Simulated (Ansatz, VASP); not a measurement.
## Al in VASP and in Ansatz

Contents of INCAR:

```
SYSTEM = Al
  PREC = Accurate
  ENCUT = 520
  EDIFF = 1E-6
  ISMEAR = -1
  SIGMA = 0.08
  LREAL = .False.
  LASPH = .True.
  NELM = 80
  ALGO = Normal
  ISIF = 2
  LWAVE = .False.
  LCHARG = .False.
  GGA = PE
  NBANDS = 14
```

Contents of KPOINTS:

```
Automatic mesh
0
Gamma
  14 14 4
  0 0 0
```

File POSCAR:

```
Al
1.0
    2.5920459477      0.0000000000      0.0000000000
   -1.2960229738      2.2447776385      0.0000000000
    0.0000000000      0.0000000000      8.5328476391
Al
4
Direct
    0.0000000000      0.0000000000      0.0000000000
    0.0000000000      0.0000000000      0.5000000000
    0.3333333333      0.6666666667      0.2500000000
    0.6666666667      0.3333333333      0.7500000000
```

Input for Ansatz:

```yaml
crystal:
  lattice:
    - [2.5920459477, 0.0, 0.0]
    - [-1.2960229738, 2.2447776385, 0.0]
    - [0.0, 0.0, 8.5328476391]
  atoms:
    - { symbol: Al, position: [0.0, 0.0, 0.0] }
    - { symbol: Al, position: [0.0, 0.0, 0.5] }
    - { symbol: Al, position: [0.3333333333, 0.6666666667, 0.25] }
    - { symbol: Al, position: [0.6666666667, 0.3333333333, 0.75] }
kpoints:
  mp_grid: { grid: [14, 14, 4] }
scf:
  occupations: { method: fermi_dirac, width: 0.08 }
hamiltonian:
  xc: pbe
  pseudopotentials: { kind: all_electron, lapw: { basis_error: 0.001 } }
output:
  forces: true
  stress: true
  eigenvalues: true
  populations: true
```

Change from the starting cell: volume scaled by 0.75, LAPW.

Alike in both runs: task single point; functional PBE; k mesh 14 × 14 × 4; occupations fermi-dirac, width 0.08 eV; no spin polarisation.

|  | VASP | Ansatz |
| --- | --- | --- |
| version | VASP 6.6.1 | Ansatz 0.2.0 |
| potentials or method | VASP PAW PBE potentials, release 64 (Al), cutoff 520 eV | all-electron LAPW, scalar-relativistic |

Ansatz gave:

```
pressure (GPa)                                                : 41.4
traceless stress, the component that is largest in VASP (GPa) : -0.07
```

Problem. Which values does VASP return?

Solution. Pressure (GPa): 41.6; traceless stress, the component that is largest in VASP (GPa): -0.08.

Both programs put the cell under a high pressure, so it lies far from rest at this level. Ansatz ran all-electron here, and VASP with PAW potentials.
